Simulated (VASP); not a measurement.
Set up this calculation in VASP 6.6.1, as the native input.

```
Task                   : relaxation of volume and atoms at fixed shape
Functional             : r2SCAN
Potentials or basis    : VASP PAW PBE potentials, release 64 (Co)
Cutoff                 : 600 eV
k mesh                 : 9 × 9 × 5
Occupations            : fermi-dirac, width 0.05 eV
Spin                   : collinear spin, ferromagnetic start
Starting moments       : [2.5, 2.5] μB
Dipole correction      : no
Further INCAR settings : ALGO = Normal; EDIFF = 1e-06; IBRION = 2; EDIFFG = -0.02; NSW = 80; ISIF = 8
```

Crystal: Co.

```
Co
1.0
     2.50740    0.00000    0.00000
    -1.25370    2.17147    0.00000
     0.00000    0.00000    4.06990
Co
2
Direct
  0.33333 0.66667 0.25000
  0.66667 0.33333 0.75000
```

The input as run:

POSCAR

```
Co
1.0
    2.5074000000      0.0000000000      0.0000000000
   -1.2537000000      2.1714720974      0.0000000000
    0.0000000000      0.0000000000      4.0699000000
Co
2
Direct
    0.3333333333      0.6666666667      0.2500000000
    0.6666666667      0.3333333333      0.7500000000
```

INCAR.step1

```
ALGO = Normal ; EDIFF = 1E-4
ENCUT = 600 ; GGA = PE
ISMEAR = -1 ; ISPIN = 2
LASPH = T ; LCHARG = F
LMAXMIX = 4 ; LREAL = F
LWAVE = T ; MAGMOM = 2.5 2.5
NELM = 150 ; PREC = Accurate
SIGMA = 0.05
```

INCAR.step2

```
ALGO = Normal ; EDIFF = 1E-6
EDIFFG = -0.02 ; ENCUT = 600
IBRION = 2 ; ISIF = 8
ISMEAR = -1 ; ISPIN = 2
ISTART = 1 ; LASPH = T
LCHARG = F ; LMAXMIX = 4
LMIXTAU = T ; LORBIT = 11
LREAL = F ; LWAVE = F
MAGMOM = 2.5 2.5 ; METAGGA = R2SCAN
NELM = 150 ; NSW = 80
PREC = Accurate ; SIGMA = 0.05
```

KPOINTS

```
k-points
0
Gamma
  9 9 5
```

Potentials or basis: VASP PAW PBE potentials, release 64 (Co).

Launch:

```console
$ cat potpaw_PBE.64/Co/POTCAR > POTCAR
$ cp INCAR.step1 INCAR
$ mpirun -np 1 vasp_std > vasp.out
$ cp INCAR.step2 INCAR
$ mpirun -np 1 vasp_std > vasp.out
```

It gave:

The relaxed volume is 10.63 Å³/atom, the relaxed cell is a = 2.473 Å, b = 2.473 Å, c = 4.014 Å, α = 90.00°, β = 90.00°, γ = 120.00° and the space group after relaxing (to 0.1 Å) is P6_3/mmc (No. 194). The energy gained by relaxing is 13.0 meV/atom and the ionic steps are 3. The pressure after relaxing is -0.1 GPa and the net moment is 3.49 μB per cell. The site moments are Co +1.81 μB and the valence electrons inside the program's atomic spheres are Co 8.34.

Caveat: the PAW data sets were made with another functional, which shifts forces and pressure a little.

It took 3.6 min on 1 thread of Intel(R) Xeon(R) Platinum 8488C (Sapphire Rapids) (shared host), peak memory 0.18 GiB.
